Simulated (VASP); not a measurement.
# SiNi3 (R-3m) in VASP: further runs

SiNi3 is run at these levels: PBEsol; tasks: single point.

Everything below comes from runs of VASP 6.6.1. Logs are shortened: lines on timing, memory, paths and dates and some standing lists are left out, and cuts for length are marked.

### 1 The cell of the first run

It takes space group R-3m (No. 166, trigonal). Conventional cell: a = 2.549 Å, b = 2.549 Å, c = 22.689 Å, α = 90.00°, β = 90.00°, γ = 120.00°. Ni (site symmetry 3m) has 3 Si at 2.32 Å and 9 Ni at 2.48 to 2.55 Å within 3.1 Å. Ni (site symmetry -3m) has 12 Ni at 2.48 to 2.55 Å within 3.3 Å. Within 3.1 Å of Si (site symmetry -3m) lie 6 Ni at 2.32 Å and 6 Si at 2.55 Å.

### 2 Single point, PBEsol, collinear spin, ferromagnetic start

The input, INCAR:

```
SYSTEM = SiNi3
PREC = Accurate ; ENCUT = 520
EDIFF = 1E-6 ; ISMEAR = -1
SIGMA = 0.05 ; LREAL = .FALSE.
LASPH = .TRUE. ; NELM = 150
ALGO = Fast ; ISIF = 2
LWAVE = .FALSE. ; LCHARG = .TRUE.
ISPIN = 2 ; MAGMOM = 1 1 1 0
LORBIT = 11 ; LMAXMIX = 4
GGA = PS ; LELF = .TRUE.
LVHAR = .TRUE. ; NBANDS = 29
```

The input, KPOINTS:

```
regular mesh
0
G
  12 12 12
  0 0 0
```

The input, POSCAR:

```
SiNi3
1.0
    1.2744081891      0.7357799111      7.5629944958
   -1.2744081891      0.7357799111      7.5629944958
    0.0000000000     -1.4715598221      7.5629944958
Ni Si
3 1
Direct
    0.2544926827      0.2544926827      0.2544926827
    0.5000000000      0.5000000000      0.5000000000
    0.7455073173      0.7455073173      0.7455073173
    0.0000000000      0.0000000000      0.0000000000
```

Potentials or basis: VASP PAW PBE potentials, release 64 (Ni, Si).

The run is started by

```bash
cat potpaw_PBE.64/Ni/POTCAR potpaw_PBE.64/Si/POTCAR > POTCAR
mpirun -np 1 vasp_std > vasp.out
```

OUTCAR:

```text
SYSTEM = SiNi3
   PREC = Accurate
   ENCUT = 520
   EDIFF = 1E-6
   ISMEAR = -1
   LREAL = .FALSE.
   LASPH = .TRUE.
   NELM = 150
   ISIF = 2
   ISPIN = 2
   LORBIT = 11
   GGA = PS

 ion  position               nearest neighbor table
   1  0.254  0.254  0.254-   4 2.32   4 2.32   4 2.32   2 2.48   2 2.48   2 2.48
   2  0.500  0.500  0.500-   1 2.48   1 2.48   3 2.48   3 2.48   1 2.48   3 2.48
   3  0.746  0.746  0.746-   4 2.32   4 2.32   4 2.32   2 2.48   2 2.48   2 2.48
   4  0.000  0.000  0.000-   3 2.32   3 2.32   1 2.32   1 2.32   3 2.32   1 2.32

  LATTYP: Found a trigonal (rhomboedric) cell.
 ALAT       =     7.7048279704
 COS(alpha) =     0.9452831346

  Lattice vectors:

 A1 = (   1.2744081891,   0.7357799111,   7.5629944958)
 A2 = (  -1.2744081891,   0.7357799111,   7.5629944958)
 A3 = (   0.0000000000,  -1.4715598221,   7.5629944958)

Analysis of symmetry for initial positions (statically):
=====================================================================
 Subroutine PRICEL returns:
 Original cell was already a primitive cell.

 Routine SETGRP: Setting up the symmetry group for a
 trigonal (rhombohedral) supercell.

 Subroutine GETGRP returns: Found 12 space group operations
 (whereof 12 operations were pure point group operations)
 out of a pool of 12 trial point group operations.

The static configuration has the point symmetry D_3d.

Analysis of symmetry for dynamics (positions and initial velocities):
=====================================================================
 Subroutine PRICEL returns:
 Original cell was already a primitive cell.

 Routine SETGRP: Setting up the symmetry group for a
 trigonal (rhombohedral) supercell.

 Subroutine GETGRP returns: Found 12 space group operations
 (whereof 12 operations were pure point group operations)
 out of a pool of 12 trial point group operations.

The dynamic configuration has the point symmetry D_3d.

Analysis of structural, dynamic, and magnetic symmetry:
=====================================================================
 Subroutine PRICEL returns:
 Original cell was already a primitive cell.

 Routine SETGRP: Setting up the symmetry group for a
 trigonal (rhombohedral) supercell.

 Subroutine GETGRP returns: Found 12 space group operations
 (whereof 12 operations were pure point group operations)
 out of a pool of 12 trial point group operations.

The overall configuration has the point symmetry D_3d.

 Subroutine INISYM returns: Found 12 space group operations
 (whereof 12 operations are pure point group operations),
 and found     1 'primitive' translations

----------------------------------------------------------------------------------------

                                     Primitive cell

  volume of cell :      42.5502

  direct lattice vectors                    reciprocal lattice vectors
     1.274408189  0.735779911  7.562994496     0.392338973  0.226517012  0.044074253
    -1.274408189  0.735779911  7.562994496    -0.392338973  0.226517012  0.044074253
     0.000000000 -1.471559822  7.562994496     0.000000000 -0.453034023  0.044074253

  length of vectors
     7.704827970  7.704827970  7.704827970     0.455172897  0.455172897  0.455172897

  position of ions in fractional coordinates (direct lattice)
     0.254492683  0.254492683  0.254492683
     0.500000000  0.500000000  0.500000000
     0.745507317  0.745507317  0.745507317
     0.000000000  0.000000000  0.000000000

  ion indices of the primitive-cell ions
   primitive index   ion index
                 1           1
                 2           2
                 3           3
                 4           4

----------------------------------------------------------------------------------------

 KPOINTS: regular mesh

Automatic generation of k-mesh.
 Grid dimensions read from file:
 generate k-points for:   12   12   12

 Generating k-lattice:

  Cartesian coordinates                     Fractional coordinates (reciprocal lattice)
     0.032694914  0.018876418  0.003672854     0.083333333  0.000000000  0.000000000
    -0.032694914  0.018876418  0.003672854     0.000000000  0.083333333  0.000000000
     0.000000000 -0.037752835  0.003672854     0.000000000  0.000000000  0.083333333

  Length of vectors
     0.037931075  0.037931075  0.037931075

  Shift w.r.t. Gamma in fractional coordinates (k-lattice)
     0.000000000  0.000000000  0.000000000

 Subroutine IBZKPT returns following result:
 ===========================================

 Found    189 irreducible k-points:

 Following reciprocal coordinates:
            Coordinates               Weight
  0.000000  0.000000  0.000000      1.000000
  0.083333  0.000000  0.000000      6.000000
  0.166667  0.000000 -0.000000      6.000000
  0.250000  0.000000 -0.000000      6.000000
  0.333333  0.000000  0.000000      6.000000
  0.416667  0.000000  0.000000      6.000000
[... 16 lines left out ...]
  0.500000  0.166667  0.000000     12.000000
 -0.416667  0.166667  0.000000     12.000000
 [... further k-points ...]
   k-points           NKPTS =    189   k-points in BZ     NKDIM =    189   number of bands    NBANDS=     29
   number of dos      NEDOS =    301   number of ions     NIONS =      4
   total plane-waves  NPLWV = 216000
   dimension x,y,z NGX =    60 NGY =   60 NGZ =   60
   dimension x,y,z NGXF=   120 NGYF=  120 NGZF=  120
   ions per type =               3   1
   NGX,Y,Z   is equivalent  to a cutoff of  12.95, 12.95, 12.95 a.u.
   NGXF,Y,Z  is equivalent  to a cutoff of  25.89, 25.89, 25.89 a.u.
 SYSTEM =  SiNi3
   PREC   = accura    normal or accurate (medium, high low for compatibility)
   ISTART =      0    job   : 0-new  1-cont  2-samecut
   ICHARG =      2    charge: 1-file 2-atom 10-const
   ISPIN  =      2    spin polarized calculation?
   LNONCOLLINEAR =      F non collinear calculations
   LSORBIT =      F    spin-orbit coupling
   LASPH  =      T    aspherical Exc in radial PAW
   ENCUT  =  520.0 eV  38.22 Ry    6.18 a.u.  14.33 14.33 14.33*2*pi/ulx,y,z
   NELM   =    150;   NELMIN=  2; NELMDL= -5     # of ELM steps
   EDIFF  = 0.1E-05   stopping-criterion for ELM
   LREAL  =      F    real-space projection
   EDIFFG = 0.1E-04   stopping-criterion for IOM
   NSW    =      0    number of steps for IOM
   IBRION =     -1    ionic relax: 0-MD 1-quasi-New 2-CG
   NFREE  =      0    steps in history (QN), initial steepest desc. (CG)
   ISIF   =      2    stress and relaxation
   ISYM   =      2    0-nonsym 1-usesym 2-fastsym
   POTIM  = 0.5000    time-step for ionic-motion
   TEBEG  =    0.0;   TEEND  =   0.0 temperature during run
   PSTRESS=    0.0 pullay stress
   NELECT =      34.0000    total number of electrons
   NUPDOWN=      -1.0000    fix difference up-down
   EMIN   =  10.00;   EMAX   =-10.00  energy-range for DOS
   EFERMI =   0.00;   METHOD = LEGACY
   ISMEAR =    -1;   SIGMA  =   0.05  broadening in eV -4-tet -1-fermi 0-gaus
   EFERMI_NEDOS =   21; number of points for ismear=-14 and -15
   IALGO  =     68    algorithm
   IMIX   =      4    mixing-type and parameters
     AMIX     =   0.40;   BMIX     =  1.00
     AMIX_MAG =   1.60;   BMIX_MAG =  1.00
  volume/ion in A,a.u.               =      10.64        71.79
  Fermi-wavevector in a.u.,A,eV,Ry     =   1.519150  2.870777 31.399749  2.307816
  Thomas-Fermi vector in A             =   2.628175
   LORBIT       =     11    0 simple, 1 ext, 2 COOP (PROOUT), +10 PAW based schemes
   GGA     = PS    functional components
   LHFCALC =     F    Hartree Fock is set to
   AEXX    =    0.0000 exact exchange contribution
   IVDW    =     0    specifies the selected vdW correction
   LEPSILON=     F    determine dielectric tensor
   LRPA    =     F    only Hartree local field effects (RPA)
 spin polarized calculation
 RMM-DIIS sequential band-by-band and
  energy-cutoff  :      520.00
  volume of cell :       42.55
 maximum number of plane-waves:      1166
 NGX is ok and might be reduce to    60
   NGX = 29   NGY = 29   NGZ = 29

 number of electron      34.0000002 magnetization       0.1566907

 Free energy of the ion-electron system (eV)
  ---------------------------------------------------
  ext. energy  EPLUGINS =         0.00000000
  ---------------------------------------------------
  free energy    TOTEN  =       -24.98363164 eV

  energy without entropy =      -24.94902193  energy(sigma->0) =      -24.96632678

 E-fermi :  10.6970     XC(G=0): -13.2864

 val. band max:       10.6968076106   @ k =  -0.4167   0.1667   0.0000
 cond. band min:      10.6979926720   @ k =   0.5000   0.3333   0.1667
 fundamental gap:      0.0011850614
 Fermi energy:        10.6969680092

 spin component 1

 k-point     1 :       0.0000    0.0000    0.0000
  band No.  band energies     occupation
      1      -3.4356      1.00000
      2       2.3434      1.00000
      3       3.1249      1.00000
      4       6.1490      1.00000
      5       7.7074      1.00000
      6       8.5995      1.00000
[... 757 lines left out ...]
     28      23.3852      0.00000
     29      24.5757      0.00000

 [... further k-points ...]

 spin component 2

 k-point     1 :       0.0000    0.0000    0.0000
  band No.  band energies     occupation
      1      -3.4370      1.00000
      2       2.3416      1.00000
      3       3.1262      1.00000
      4       6.1829      1.00000
      5       7.7300      1.00000
      6       8.6244      1.00000
[... 757 lines left out ...]
     28      23.3976      0.00000
     29      24.5802      0.00000

 [... further k-points ...]

------------------------ aborting loop because EDIFF is reached ----------------------------------------

  FORCE on cell =-STRESS in cart. coord.  units (eV):
  Direction    XX          YY          ZZ          XY          YZ          ZX
  --------------------------------------------------------------------------------------
  -------------------------------------------------------------------------------------
  Total        0.5927509      0.5927509      0.6311786      0.0000000      0.0000000      0.0000000
  in kB       22.3193384     22.3193384     23.7662886      0.0000000      0.0000000      0.0000000
  external PRESSURE =      22.8016551 kB  Pullay stress =       0.0000000 kB

 VOLUME and BASIS-vectors are now :
 -----------------------------------------------------------------------------
  energy-cutoff  :      520.00
  volume of cell :       42.55
      direct lattice vectors                 reciprocal lattice vectors
     1.274408189  0.735779911  7.562994496     0.392338973  0.226517012  0.044074253
    -1.274408189  0.735779911  7.562994496    -0.392338973  0.226517012  0.044074253
     0.000000000 -1.471559822  7.562994496     0.000000000 -0.453034023  0.044074253

 POSITION                                       TOTAL-FORCE (eV/Angst)
 -----------------------------------------------------------------------------------
      0.00000      0.00000      5.77418         0.000000     -0.000000     -0.045154
      0.00000      0.00000     11.34449         0.000000      0.000000     -0.000000
      0.00000      0.00000     16.91480         0.000000      0.000000      0.045154
      0.00000      0.00000      0.00000         0.000000      0.000000      0.000000
 -----------------------------------------------------------------------------------
    total drift:                               -0.000000     -0.000000     -0.000000

  FREE ENERGIE OF THE ION-ELECTRON SYSTEM (eV)
  ---------------------------------------------------
  free  energy   TOTEN  =       -24.9836316368 eV

  energy  without entropy=      -24.9490219308  energy(sigma->0) =      -24.96632678

 total charge

# of ion       s       p       d       tot
------------------------------------------
    1        0.502   0.596   8.441   9.539
    2        0.493   0.470   8.323   9.287
    3        0.502   0.596   8.441   9.539
    4        0.740   0.920   0.000   1.660
--------------------------------------------------
tot          2.237   2.583  25.205  30.025

 magnetization (x)

# of ion       s       p       d       tot
------------------------------------------
    1       -0.000  -0.002   0.020   0.018
    2       -0.001  -0.002   0.128   0.125
    3       -0.000  -0.002   0.020   0.018
    4       -0.000  -0.000   0.000  -0.000
--------------------------------------------------
tot         -0.001  -0.006   0.167   0.160
```

Run time: 79 min. Hardware: 1 thread of AMD EPYC 9R45 (Zen 5), shared host; peak memory 0.83 GiB.

Results:

```
Free energy                                           : -24.9836 eV
Pressure                                              : 2.3 GPa
Largest force                                         : 0.045 eV/Å
Net moment                                            : 0.16 μB per cell
Site moments                                          : Ni +0.02, +0.12 (each value once); Si -0.00 μB
Valence electrons inside the program's atomic spheres : Ni 9.54, 9.29 (each value once); Si 1.66
```

Forces on the atoms (eV/Å):
```
Ni   0.000  0.000 -0.045
Ni   0.000  0.000  0.000
Ni   0.000  0.000  0.045
Si   0.000  0.000  0.000
```

Stress tensor (GPa, compression positive):
```
2.23 0.00 0.00
0.00 2.23 0.00
0.00 0.00 2.38
```

Caveat: the PAW data sets were made with another functional, which shifts forces and pressure a little.

### 3 Single point, PBEsol, collinear spin, ferromagnetic start

This run uses another cell than the first one, of 11.31 Å³/atom.

The input, INCAR:

```
PREC = Accurate ; ENCUT = 520
EDIFF = 1E-6 ; ISMEAR = -1
SIGMA = 0.05 ; LREAL = F
LASPH = T ; NELM = 150
ALGO = Normal ; ISIF = 2
LWAVE = F ; LCHARG = F
ISPIN = 2 ; MAGMOM = 1 1 1 0
LORBIT = 11 ; LMAXMIX = 4
GGA = PS ; NBANDS = 29
```

The input, KPOINTS:

```
Automatic mesh
0
Gamma
  12 12 12
```

The input, POSCAR:

```
SiNi3
1.0
    1.3013659950      0.7513440075      7.7127324610
   -1.3013659950      0.7513440075      7.7127324610
    0.0000000000     -1.5026880150      7.7127324610
Ni Si
3 1
Direct
    0.2547330000      0.2547330000      0.2547330000
    0.5000000000      0.5000000000      0.5000000000
    0.7452670000      0.7452670000      0.7452670000
    0.0000000000      0.0000000000      0.0000000000
```

Potentials or basis: VASP PAW PBE potentials, release 64 (Ni, Si).

The run is started by

```bash
cat potpaw_PBE.64/Ni/POTCAR potpaw_PBE.64/Si/POTCAR > POTCAR
mpirun -np 1 vasp_std > vasp.out
```

Wall time 39 min (1 thread of Intel Xeon Platinum 8488C (Sapphire Rapids), shared host); peak memory 0.86 GiB.

It converged, with:

* Free energy: -24.9197 eV
* Pressure: -9.3 GPa
* Largest force: 0.086 eV/Å
* Net moment: 0.48 μB per cell
* Site moments: Ni +0.07, +0.36 (each value once); Si -0.00 μB
* Valence electrons inside the program's atomic spheres: Ni 9.42, 9.18 (each value once); Si 1.62

Forces in eV/Å, atoms in the order of the input:
```
Ni   0.000  0.000  0.086
Ni   0.000  0.000  0.000
Ni   0.000  0.000 -0.086
Si   0.000  0.000  0.000
```

Stress tensor (GPa, compression positive):
```
 -8.68   0.00   0.00
  0.00  -8.68   0.00
  0.00   0.00 -10.57
```

Levels at points of the mesh, in eV from the Fermi level:
Spin up:
| k point | band 14 | band 15 | band 16 | band 17 | band 18 | band 19 | band 20 | band 21 | band 22 | band 23 |
| --- | --- | --- | --- | --- | --- | --- | --- | --- | --- | --- |
| (0.00, 0.00, 0.00) | -1.22 | -1.12 | -1.12 | -1.12 | -0.52 | -0.52 | 3.94 | 11.79 | 11.79 | 12.02 |
| (0.50, 0.00, 0.00) | -0.36 | -0.33 | -0.27 | -0.08 | 0.83 | 0.92 | 2.36 | 5.08 | 6.09 | 6.49 |
| (0.50, 0.50, 0.00) | -0.36 | -0.33 | -0.26 | -0.06 | 0.03 | 1.93 | 2.11 | 5.44 | 6.43 | 6.43 |
| (0.50, 0.50, 0.50) | -1.27 | -1.27 | -1.09 | -1.09 | -0.52 | -0.52 | 6.28 | 8.35 | 11.80 | 11.80 |
Spin down:
```
           k point  band 14  band 15  band 16  band 17  band 18  band 19  band 20  band 21
(0.00, 0.00, 0.00)    -1.15    -1.12    -0.90    -0.90    -0.25    -0.25     4.02    11.79
(0.50, 0.00, 0.00)    -0.26    -0.25     0.06     0.17     0.84     1.15     2.40     5.19
(0.50, 0.50, 0.00)    -0.26    -0.24    -0.03     0.17     0.29     1.96     2.21     5.50
(0.50, 0.50, 0.50)    -1.20    -1.20    -0.87    -0.87    -0.25    -0.25     6.29     8.44
```

Caveat: the cell stands under tension; the PAW data sets were made with another functional, which shifts forces and pressure a little.
